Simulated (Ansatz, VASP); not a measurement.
# BAs: VASP beside Ansatz

File INCAR:

```
ALGO = Normal
EDIFF = 1E-6
ENCUT = 500
GGA = CA
GGA_COMPAT = False
ISIF = 2
ISMEAR = -1
LASPH = True
LCHARG = True
LELF = True
LREAL = False
LVHAR = True
LWAVE = False
NBANDS = 11
NELM = 120
PREC = Accurate
SIGMA = 0.2
```

The input KPOINTS:

```
k-points
0
Gamma
  10 10 10
```

Contents of POSCAR:

```
BAs
1.0
    0.0000000000      2.3885000000      2.3885000000
    2.3646150000      0.0000000000      2.3885000000
    2.3646150000      2.3885000000      0.0000000000
B As
1 1
Direct
    0.0000000000      0.0000000000      0.0000000000
    0.7500000000      0.7500000000      0.7500000000
```

Input for Ansatz:

```yaml
crystal:
  lattice:
    - [0.0, 2.3885, 2.3885]
    - [2.364615, 0.0, 2.3885]
    - [2.364615, 2.3885, 0.0]
  atoms:
    - { symbol: B, position: [0.0, 0.0, 0.0] }
    - { symbol: As, position: [0.75, 0.75, 0.75] }
basis:
  ecutwfc: 420
kpoints:
  mp_grid: { grid: [10, 10, 10] }
hamiltonian:
  xc: lda
scf:
  occupations: { method: fermi_dirac, width: 0.2 }
output:
  forces: true
  stress: true
  eigenvalues: true
```

Change from the starting cell: strain -0.0100 x Voigt [1, 0, 0, 0, 0, 0], atoms carried along.

Alike in both runs: task single point; functional LDA; k mesh 10 × 10 × 10; occupations fermi-dirac, width 0.2 eV; no spin polarisation.

|  | VASP | Ansatz |
| --- | --- | --- |
| version | VASP 6.6.1 | Ansatz 0.2.0 |
| potentials or method | VASP PAW LDA potentials, release 64 (B, As), cutoff 500 eV | scalar-relativistic, plane waves, PAW |
| valence electrons in the cell | 8 | 18 |

|  | VASP | Ansatz | Ansatz less VASP |
| --- | --- | --- | --- |
| gap on the k mesh at the Fermi level (eV) | 0.96 | 0.97 | +0.008 |
| least direct gap on the mesh (eV) | 3.16 | 3.16 | +0.004 |
| pressure (GPa) | -1.7 | -2.6 | -0.88 |
| traceless stress, the component that is largest in VASP (GPa) | 1.36 | 1.36 | +0.008 |

LDA's correlation is that of Perdew and Zunger in VASP and of Perdew and Wang (1992) in Ansatz. VASP's potentials hold 8 valence electrons a cell and Ansatz's 18, so a difference there can come from the potentials and not from the codes.
